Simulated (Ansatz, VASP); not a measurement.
# One calculation of MgO, two programs

```
Mg O
1.0
     3.48410    0.00000    0.00000
    -1.74205    3.01732    0.00000
     0.00000    0.00000    4.18569
Mg O
2 2
Direct
  0.66667 0.33333 0.75000
  0.33333 0.66667 0.25000
  0.68963 0.37927 0.28445
  0.33333 0.66667 0.75000
```

Alike in both runs: task single point; functional r2SCAN; k mesh 6 × 6 × 6; occupations gaussian, width 0.05 eV; no spin polarisation.

```csv
,VASP,Ansatz
version,VASP 6.6.1,Ansatz 0.2.0
potentials or method,"VASP PAW PBE potentials, release 64 (Mg, O), cutoff 520 eV","scalar-relativistic, plane waves, PAW"
valence electrons in the cell,16,32
```

Ansatz gave:

| Property | Result |
| --- | --- |
| gap on the k mesh at the Fermi level (eV) | 4.05 |
| least direct gap on the mesh (eV) | 4.05 |
| pressure (GPa) | 1.8 |
| traceless stress, the component that is largest in VASP (GPa) | -4.90 |
| rms of the force components (eV/Å) | 0.725 |

Q: Estimate VASP's values.

A: gap on the k mesh at the Fermi level (eV): 4.04; least direct gap on the mesh (eV): 4.04; pressure (GPa): 1.1; traceless stress, the component that is largest in VASP (GPa): -4.85; rms of the force components (eV/Å): 0.731.

VASP's potentials were made for PBE, not for r2SCAN. Atom by atom the forces differ by 0.007 eV/Å (rms over components). The functional is the same, so the differences come from potentials, cutoffs and numerics. VASP's potentials hold 16 valence electrons a cell and Ansatz's 32, so a difference there can come from the potentials and not from the codes.
